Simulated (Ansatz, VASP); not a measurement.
**S: VASP beside Ansatz**

```
S
1.0
     3.31875   -2.10624    0.00000
     3.31875    2.10624    0.00000
    -2.41396    0.00000    4.60434
S
2
Direct
  0.06400 0.06400 0.15300
  0.93600 0.93600 0.84700
```

Alike in both runs: task relaxation of cell and atoms; functional PBE; k mesh 6 × 6 × 4; occupations gaussian, width 0.1 eV; no spin polarisation.

|  | VASP | Ansatz |
| --- | --- | --- |
| version | VASP 6.6.1 | Ansatz 0.2.0 |
| potentials or method | VASP PAW PBE potentials, release 64 (S), cutoff 600 eV | scalar-relativistic, plane waves, PAW |
| valence electrons in the cell | 12 | 12 |

VASP gave:

```
gap on the k mesh at the Fermi level, each at its own relaxed structure (eV) : 0.24
relaxed volume (Å³/atom)                                                     : 46.73
relaxed cell length with the largest relative difference (Å)                 : 5.171
```

Problem. Which values does Ansatz return?

Solution. gap on the k mesh at the Fermi level, each at its own relaxed structure (eV): 1.05; relaxed volume (Å³/atom): 25.07; relaxed cell length with the largest relative difference (Å): 3.064.

One of these differences is far larger than is usual between the two programs; its cause wasn't traced.

Noted on VASP's run: the volume moved by over 15 % at a fixed basis, so the end points are rough.
